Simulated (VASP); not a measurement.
# Ti2SiSe2 (P6/mmm) in VASP: a series of runs

Ti2SiSe2 is run at these levels: PBE; tasks: single point.

Program: VASP 6.6.1. These are calculated values, not measurements. Logs are shortened: lines on timing, memory, paths and dates and some standing lists are left out, and cuts for length are marked.

## 1. The cell of the first run

It takes space group P6/mmm (No. 191, hexagonal). Conventional cell: a = 4.804 Å, b = 4.804 Å, c = 6.936 Å, α = 90.00°, β = 90.00°, γ = 120.00°. Within 2.7 Å of Ti (site symmetry 6mm) lie 1 Ti at 2.01 Å and 1 Si at 2.47 Å. Within 3.3 Å of Si (site symmetry 6/mmm) lie 2 Ti at 2.47 Å and 6 Se at 2.77 Å. Se (site symmetry -6m2) has 3 Si at 2.77 Å and 3 Se at 2.77 Å and 6 Ti at 3.71 Å within 3.8 Å.

The cell was built from a structure type or drawn by symmetry, and may not be a known phase.

## 2. Single point, PBE

File INCAR:

```
ALGO = Normal ; EDIFF = 1E-6
ENCUT = 520 ; GGA = PE
ISIF = 2 ; ISMEAR = 0
LASPH = True ; LCHARG = True
LELF = True ; LREAL = False
LVHAR = True ; LWAVE = False
NBANDS = 28 ; NELM = 100
PREC = Accurate ; SIGMA = 0.1
```

File KPOINTS:

```
k-points
0
Gamma
  12 12 6
```

File POSCAR:

```
Ti2SiSe2
1.0
    4.8041848003      0.0000000000      0.0000000000
   -2.4020924001      4.1605460816      0.0000000000
    0.0000000000      0.0000000000      6.9360432466
Ti Si Se
2 1 2
Direct
    0.0000000000      0.0000000000      0.8554041403
    0.0000000000      0.0000000000      0.1445958597
    0.0000000000      0.0000000000      0.5000000000
    0.3333333333      0.6666666667      0.5000000000
    0.6666666667      0.3333333333      0.5000000000
```

Potentials or basis: VASP PAW PBE potentials, release 64 (Ti_sv, Si, Se).

On the command line:

```console
> cat potpaw_PBE.64/Ti_sv/POTCAR potpaw_PBE.64/Si/POTCAR potpaw_PBE.64/Se/POTCAR > POTCAR
> mpirun -np 1 vasp_std > vasp.out
```

OUTCAR:

```text
EDIFF = 1E-6
   ENCUT = 520
   GGA = PE
   ISIF = 2
   ISMEAR = 0
   LASPH = True
   LREAL = False
   NELM = 100
   PREC = Accurate

 ion  position               nearest neighbor table
   1  0.000  0.000  0.855-   2 2.01   3 2.47
   2  0.000  0.000  0.145-   1 2.01   3 2.47
   3  0.000  0.000  0.500-   1 2.47   2 2.47   4 2.77   5 2.77   5 2.77   4 2.77   5 2.77   4 2.77

   4  0.333  0.667  0.500-   3 2.77   5 2.77   5 2.77   3 2.77   3 2.77   5 2.77
   5  0.667  0.333  0.500-   3 2.77   4 2.77   4 2.77   3 2.77   3 2.77   4 2.77

  LATTYP: Found a hexagonal cell.
 ALAT       =     4.8041848003
 C/A-ratio  =     1.4437503000

  Lattice vectors:

 A1 = (   4.8041848003,   0.0000000000,   0.0000000000)
 A2 = (  -2.4020924001,   4.1605460816,   0.0000000000)
 A3 = (   0.0000000000,   0.0000000000,   6.9360432466)

Analysis of symmetry for initial positions (statically):
=====================================================================
 Subroutine PRICEL returns:
 Original cell was already a primitive cell.

 Routine SETGRP: Setting up the symmetry group for a
 hexagonal supercell.

 Subroutine GETGRP returns: Found 24 space group operations
 (whereof 24 operations were pure point group operations)
 out of a pool of 24 trial point group operations.

The static configuration has the point symmetry D_6h.

Analysis of symmetry for dynamics (positions and initial velocities):
=====================================================================
 Subroutine PRICEL returns:
 Original cell was already a primitive cell.

 Routine SETGRP: Setting up the symmetry group for a
 hexagonal supercell.

 Subroutine GETGRP returns: Found 24 space group operations
 (whereof 24 operations were pure point group operations)
 out of a pool of 24 trial point group operations.

The dynamic configuration has the point symmetry D_6h.

 Subroutine INISYM returns: Found 24 space group operations
 (whereof 24 operations are pure point group operations),
 and found     1 'primitive' translations

----------------------------------------------------------------------------------------

                                     Primitive cell

  volume of cell :     138.6379

  direct lattice vectors                    reciprocal lattice vectors
     4.804184800  0.000000000  0.000000000     0.208151860  0.120176532  0.000000000
    -2.402092400  4.160546082  0.000000000     0.000000000  0.240353064  0.000000000
     0.000000000  0.000000000  6.936043247     0.000000000  0.000000000  0.144174418
[... 93 lines left out ...]
   NSW    =      0    number of steps for IOM
   IBRION =     -1    ionic relax: 0-MD 1-quasi-New 2-CG
   NFREE  =      0    steps in history (QN), initial steepest desc. (CG)
   ISIF   =      2    stress and relaxation
   ISYM   =      2    0-nonsym 1-usesym 2-fastsym
   POTIM  = 0.5000    time-step for ionic-motion
   TEBEG  =    0.0;   TEEND  =   0.0 temperature during run
   PSTRESS=    0.0 pullay stress
   NELECT =      40.0000    total number of electrons
   NUPDOWN=      -1.0000    fix difference up-down
   EMIN   =  10.00;   EMAX   =-10.00  energy-range for DOS
   EFERMI =   0.00;   METHOD = LEGACY
   ISMEAR =     0;   SIGMA  =   0.10  broadening in eV -4-tet -1-fermi 0-gaus
   EFERMI_NEDOS =   21; number of points for ismear=-14 and -15
   IALGO  =     38    algorithm
   IMIX   =      4    mixing-type and parameters
     AMIX     =   0.40;   BMIX     =  1.00
     AMIX_MAG =   1.60;   BMIX_MAG =  1.00
  volume/ion in A,a.u.               =      27.73       187.11
  Fermi-wavevector in a.u.,A,eV,Ry     =   1.081768  2.044246 15.921843  1.170222
  Thomas-Fermi vector in A             =   2.217793
   LORBIT       =      0    0 simple, 1 ext, 2 COOP (PROOUT), +10 PAW based schemes
   GGA     = PE    functional components
   LHFCALC =     F    Hartree Fock is set to
   AEXX    =    0.0000 exact exchange contribution
   IVDW    =     0    specifies the selected vdW correction
   LEPSILON=     F    determine dielectric tensor
   LRPA    =     F    only Hartree local field effects (RPA)
 non-spin polarized calculation
 Gauss-broadening in eV      SIGMA  =   0.10
  energy-cutoff  :      520.00
  volume of cell :      138.64
 maximum number of plane-waves:      3756
 NGX is ok and might be reduce to    36
   NGX = 17   NGY = 17   NGZ = 25

 number of electron      39.9999994 magnetization

 Free energy of the ion-electron system (eV)
  ---------------------------------------------------
  ext. energy  EPLUGINS =         0.00000000
  ---------------------------------------------------
  free energy    TOTEN  =       -22.61206796 eV

  energy without entropy =      -22.58296304  energy(sigma->0) =      -22.59751550

 E-fermi :   3.6100     XC(G=0):  -8.6653

 val. band max:        3.5934056602   @ k =   0.2500  -0.0000   0.5000
 cond. band min:       3.6100805375   @ k =   0.2500   0.1667   0.0000
 fundamental gap:      0.0166748773
 Fermi energy:         3.6099572514

 k-point     1 :       0.0000    0.0000    0.0000
  band No.  band energies     occupation
      1     -53.6165      2.00000
      2     -52.8459      2.00000
      3     -30.5536      2.00000
      4     -29.9700      2.00000
      5     -29.9700      2.00000
      6     -29.5000      2.00000
[... 733 lines left out ...]
     27       5.7571      0.00000
     28       5.7890      0.00000

 [... further k-points ...]

------------------------ aborting loop because EDIFF is reached ----------------------------------------

  FORCE on cell =-STRESS in cart. coord.  units (eV):
  Direction    XX          YY          ZZ          XY          YZ          ZX
  --------------------------------------------------------------------------------------
  -------------------------------------------------------------------------------------
  Total       -0.0056491     -0.0056491      0.7941012     -0.0000000     -0.0000000      0.0000000
  in kB       -0.0652836     -0.0652836      9.1770823     -0.0000000     -0.0000000      0.0000000
  external PRESSURE =       3.0155050 kB  Pullay stress =       0.0000000 kB

 VOLUME and BASIS-vectors are now :
 -----------------------------------------------------------------------------
  energy-cutoff  :      520.00
  volume of cell :      138.64
      direct lattice vectors                 reciprocal lattice vectors
     4.804184800  0.000000000  0.000000000     0.208151860  0.120176532  0.000000000
    -2.402092400  4.160546082  0.000000000     0.000000000  0.240353064  0.000000000
     0.000000000  0.000000000  6.936043247     0.000000000  0.000000000  0.144174418

 POSITION                                       TOTAL-FORCE (eV/Angst)
 -----------------------------------------------------------------------------------
      0.00000      0.00000      5.93312         0.000000     -0.000000     -0.431578
      0.00000      0.00000      1.00292        -0.000000      0.000000      0.431578
      0.00000      0.00000      3.46802        -0.000000      0.000000      0.000000
     -0.00000      2.77370      3.46802         0.000000      0.000000      0.000000
      2.40209      1.38685      3.46802        -0.000000     -0.000000      0.000000
 -----------------------------------------------------------------------------------
    total drift:                                0.000000     -0.000000      0.000000

  FREE ENERGIE OF THE ION-ELECTRON SYSTEM (eV)
  ---------------------------------------------------
  free  energy   TOTEN  =       -22.6120679647 eV

  energy  without entropy=      -22.5829630361  energy(sigma->0) =      -22.59751550
```

OSZICAR:

```text
N       E                     dE             d eps       ncg     rms          rms(c)
DAV:   1     0.391732066004E+03    0.39173E+03   -0.18783E+04  4312   0.138E+03
DAV:   2     0.290826941419E+02   -0.36265E+03   -0.35198E+03  4432   0.387E+02
DAV:   3    -0.199899203008E+02   -0.49073E+02   -0.47553E+02  7196   0.120E+02
DAV:   4    -0.243408804824E+02   -0.43510E+01   -0.42725E+01  6404   0.335E+01
DAV:   5    -0.246174795204E+02   -0.27660E+00   -0.27599E+00  6396   0.666E+00    0.135E+01
DAV:   6    -0.236820445636E+02    0.93543E+00   -0.17444E+01  6764   0.186E+01    0.791E+00
DAV:   7    -0.229588508059E+02    0.72319E+00   -0.10801E+01  5960   0.147E+01    0.577E+00
DAV:   8    -0.225997754367E+02    0.35908E+00   -0.16773E+00  5500   0.840E+00    0.100E+00
DAV:   9    -0.226098154373E+02   -0.10040E-01   -0.14107E-01  5772   0.213E+00    0.564E-01
DAV:  10    -0.226117183015E+02   -0.19029E-02   -0.12275E-02  6476   0.708E-01    0.190E-01
DAV:  11    -0.226120547999E+02   -0.33650E-03   -0.24274E-03  5724   0.229E-01    0.122E-01
DAV:  12    -0.226120638419E+02   -0.90420E-05   -0.77736E-04  6432   0.157E-01    0.249E-02
DAV:  13    -0.226120683428E+02   -0.45009E-05   -0.74163E-05  6100   0.610E-02    0.166E-02
DAV:  14    -0.226120676807E+02    0.66207E-06   -0.18460E-05  6036   0.228E-02    0.309E-03
DAV:  15    -0.226120679647E+02   -0.28394E-06   -0.12718E-06  3760   0.120E-02
   1 F= -.22612068E+02 E0= -.22597516E+02  d E =-.291049E-01
```

stdout:

```text
POSCAR found type information on POSCAR TiSiSe
 POSCAR found :  3 types and       5 ions
 scaLAPACK will be used
 LDA part: xc-table for (Slater+PW92), standard interpolation
 POSCAR, INCAR and KPOINTS ok, starting setup
 FFT: planning ... GRIDC
 FFT: planning ... GRID_SOFT
 FFT: planning ... GRID
 WAVECAR not read
 entering main loop
```

Wall time 2.6 min (1 thread of Intel Xeon 6975P-C (Granite Rapids), shared host); peak memory 0.43 GiB.

What came out:

| Property | Result |
| --- | --- |
| Free energy | -22.6121 eV |
| Pressure | 0.3 GPa |
| Largest force | 0.432 eV/Å |
| Band gap on the k mesh | zero (bands 20 and 21 overlap by 0.71 eV) |

Forces on the atoms (eV/Å):
```
Ti   0.000  0.000 -0.432
Ti   0.000  0.000  0.432
Si   0.000  0.000  0.000
Se   0.000  0.000  0.000
Se   0.000  0.000  0.000
```

Levels at points of the mesh, in eV from the Fermi level:
```csv
k point,band 17,band 18,band 19,band 20,band 21,band 22,band 23,band 24
"(0.00, 0.00, 0.00)",-1.94,-0.52,-0.52,-0.33,0.21,0.21,0.49,0.71
"(0.50, 0.00, 0.00)",-0.83,-0.56,-0.55,-0.51,0.22,0.64,1.01,1.20
"(0.00, 0.00, 0.50)",-1.56,-0.87,-0.87,-0.50,-0.35,0.09,0.09,1.25
"(0.50, 0.00, 0.50)",-0.93,-0.84,-0.65,0.20,0.48,0.51,0.54,1.37
```

Caveat: atoms lie so close that the PAW spheres overlap strongly, which falsifies energies and pressures.

## 3. Single point, PBE, collinear spin

This run uses another cell than the first one, of 24.24 Å³/atom.

File INCAR:

```
SYSTEM = Ti2SiSe2
PREC = Accurate ; ENCUT = 520
EDIFF = 1E-6 ; ISMEAR = 0
SIGMA = 0.1 ; LREAL = .FALSE.
LASPH = .TRUE. ; NELM = 150
ALGO = Normal ; ISIF = 2
LWAVE = .FALSE. ; LCHARG = .TRUE.
ISPIN = 2 ; MAGMOM = 1 1 0 0 0
LORBIT = 11 ; LMAXMIX = 4
GGA = PE ; LELF = .TRUE.
LVHAR = .TRUE. ; NBANDS = 32
```

File KPOINTS:

```
Automatic mesh
0
G
  6 6 4
  0 0 0
```

File POSCAR:

```
Ti2SiSe2
1.0
    4.7351281600      0.0000000000      0.0000000000
   -2.3675640800      4.1007412800      0.0000000000
    0.0000000000      0.0000000000      6.2418709600
Ti Si Se
2 1 2
Direct
    0.0000000000      0.0000000000      0.8282681400
    0.0000000000      0.0000000000      0.1717318600
    0.0000000000      0.0000000000      0.5000000000
    0.3333333300      0.6666666700      0.5000000000
    0.6666666700      0.3333333300      0.5000000000
```

Potentials or basis: VASP PAW PBE potentials, release 64 (Ti_sv, Si, Se).

On the command line:

```console
> cat potpaw_PBE.64/Ti_sv/POTCAR potpaw_PBE.64/Si/POTCAR potpaw_PBE.64/Se/POTCAR > POTCAR
> mpirun -np 1 vasp_std > vasp.out
```

Run time: 90 s. Hardware: 1 thread of Intel Xeon 6975P-C (Granite Rapids), shared host; peak memory 0.36 GiB.

The run converged. Its results:

```
Free energy                                           : -20.6945 eV
Pressure                                              : 12.9 GPa
Largest force                                         : 6.100 eV/Å
Band gap on the k mesh                                : zero (filled and empty bands overlap)
Net moment                                            : 0.00 μB per cell
Valence electrons inside the program's atomic spheres : Ti 10.58; Si 1.86; Se 3.75
```

Forces on the atoms (eV/Å):
```
Ti   0.000  0.000  6.100
Ti   0.000  0.000 -6.100
Si   0.000  0.000  0.000
Se   0.000  0.000  0.000
Se   0.000  0.000  0.000
```

Stress tensor (GPa, compression positive):
```
 2.78  0.00  0.00
 0.00  2.78  0.00
 0.00  0.00 33.16
```

Levels at points of the mesh, in eV from the Fermi level:
Spin up:
| k point | band 16 | band 17 | band 18 | band 19 | band 20 | band 21 | band 22 | band 23 | band 24 | band 25 |
| --- | --- | --- | --- | --- | --- | --- | --- | --- | --- | --- |
| (0.00, 0.00, 0.00) | -4.42 | -1.90 | -0.69 | -0.06 | -0.06 | 0.21 | 0.44 | 0.44 | 1.01 | 1.07 |
| (0.50, 0.00, 0.00) | -1.87 | -0.86 | -0.53 | -0.51 | -0.38 | -0.26 | 0.97 | 1.03 | 1.38 | 1.38 |
| (0.00, 0.00, 0.50) | -4.31 | -1.99 | -0.90 | -0.90 | -0.75 | -0.12 | 0.06 | 0.06 | 1.20 | 1.49 |
| (0.50, 0.00, 0.50) | -1.32 | -1.15 | -1.02 | -0.98 | -0.03 | 0.52 | 0.61 | 0.77 | 1.06 | 1.21 |
Spin down:
| k point | band 17 | band 18 | band 19 | band 20 | band 21 | band 22 | band 23 | band 24 |
| --- | --- | --- | --- | --- | --- | --- | --- | --- |
| (0.00, 0.00, 0.00) | -1.90 | -0.69 | -0.06 | -0.06 | 0.21 | 0.44 | 0.44 | 1.01 |
| (0.50, 0.00, 0.00) | -0.86 | -0.53 | -0.51 | -0.38 | -0.26 | 0.97 | 1.03 | 1.38 |
| (0.00, 0.00, 0.50) | -1.99 | -0.90 | -0.90 | -0.75 | -0.12 | 0.06 | 0.06 | 1.20 |
| (0.50, 0.00, 0.50) | -1.15 | -1.02 | -0.98 | -0.03 | 0.52 | 0.61 | 0.77 | 1.06 |

Caveat: the cell stands under pressure; forces of over 1 eV/Å act on the atoms, so gaps and moduli don't describe the material at rest.

(Part 1 of 2 ends here.)
